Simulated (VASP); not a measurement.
Write the native input for VASP 6.6.1 that does the following.

```
Task                   : single point
Functional             : LDA
Potentials or basis    : VASP PAW LDA potentials, release 64 (Mg_sv, O)
Cutoff                 : 620 eV
k mesh                 : 2 × 2 × 2
Occupations            : fermi-dirac, width 0.02 eV
Spin                   : no spin polarisation
Dipole correction      : no
Further INCAR settings : LREAL = Auto; ALGO = Normal; EDIFF = 1e-06; NBANDS = 83
```

The structure of Mg9O8 (a cell with a defect) lies in POSCAR:

```
Mg9O8
1.0
    0.0000000000      4.1810000000      4.1810000000
    4.1810000000      0.0000000000      4.1810000000
    4.1810000000      4.1810000000      0.0000000000
Mg O
9 8
Direct
    0.0044710175      0.0045055071      0.0085695193
    0.0080083542      0.0075297938      0.5082556777
    0.0232670329      0.4971458644     -0.0021171357
    0.0046738098      0.5079614246      0.5049111265
    0.4973630523      0.0228710734     -0.0022603766
    0.5083223836      0.0045125222      0.5047017231
    0.4501372020      0.4495882271     -0.0495904784
    0.4974889265      0.4971622416      0.5234590777
    0.5893859838      0.5888408172      0.0897135377
    0.2391215048      0.2387891649      0.2649852664
    0.2560074334      0.2556910814      0.7561507482
    0.2382235061      0.7786505363      0.2789839620
    0.2393526987      0.7644840151      0.7393961682
    0.7791070040      0.2379414782      0.2792274262
    0.7647128725      0.2389184810      0.7392713698
    0.7456250824      0.7453205563      0.2459613015
    0.7787097357      0.7785114154      0.7385663865
```

The input as run:

INCAR

```
PREC = Accurate
ENCUT = 620
EDIFF = 1E-6
ISMEAR = -1
SIGMA = 0.02
LREAL = Auto
LASPH = True
NELM = 120
ALGO = Normal
ISIF = 2
LWAVE = False
LCHARG = False
NBANDS = 83
GGA_COMPAT = False
```

KPOINTS

```
Automatic mesh
0
Gamma
  2 2 2
```

Potentials or basis: VASP PAW LDA potentials, release 64 (Mg_sv, O).

Run with:

```bash
$ cat potpaw_LDA.64/Mg_sv/POTCAR potpaw_LDA.64/O/POTCAR > POTCAR
$ mpirun -np 1 vasp_std > vasp.out
```

It gave:

* Pressure: 37.1 GPa
* Largest force: 0.083 eV/Å
* Band gap on the k mesh: 0.34 eV

Caveat: the k points lie up to 0.65 Å⁻¹ apart.

Wall time 3.2 min on 1 thread of Intel(R) Xeon(R) Platinum 8259CL CPU @ 2.50GHz (Skylake/Cascade Lake), with other jobs on the host, peak memory 0.29 GiB.
